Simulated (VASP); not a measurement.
KCl: single point with PBE

Crystal: KCl.

```
K Cl
1.0
     3.83300    0.00000    0.00000
     0.00000    3.83300    0.00000
     0.00000    0.00000    3.83300
K Cl
1 1
Cartesian
  0.0000 0.0000 0.0000
  1.9165 1.9165 1.9165
```

This cell differs from its parent crystal: volume changed by +5%.

```
Program                : VASP 6.6.1
Task                   : single point
Functional             : PBE
Potentials or basis    : VASP PAW PBE potentials, release 64 (K_sv, Cl)
Cutoff                 : 520 eV
k mesh                 : 4 × 4 × 4
Occupations            : gaussian, width 0.01 eV
Spin                   : no spin polarisation
Dipole correction      : no
Further INCAR settings : ALGO = Normal; EDIFF = 1e-06; NBANDS = 15
```

```
Pressure               : 0.1 GPa
Band gap on the k mesh : 4.81 eV, indirect (least direct gap 5.02 eV)
```

Levels at points of the mesh, in eV from the valence-band top:
```
           k point  band 5  band 6  band 7  band 8  band 9  band 10  band 11  band 12
(0.00, 0.00, 0.00)  -11.44   -0.20   -0.20   -0.20    4.81     6.56     6.56    10.65
(0.50, 0.00, 0.00)  -11.29   -1.77   -0.21   -0.21    7.72     7.91     8.26    10.14
(0.50, 0.50, 0.00)  -11.39   -1.20   -1.20    0.00    6.19     7.29     8.94     8.94
(0.50, 0.50, 0.50)  -11.61   -1.32   -1.32   -1.32    8.82     8.82     8.82     9.90
```

Run time: 14 s on 1 thread of Intel Xeon 8259CL, with other jobs on the host, peak memory 0.16 GiB.

 A k mesh can miss the band edges.
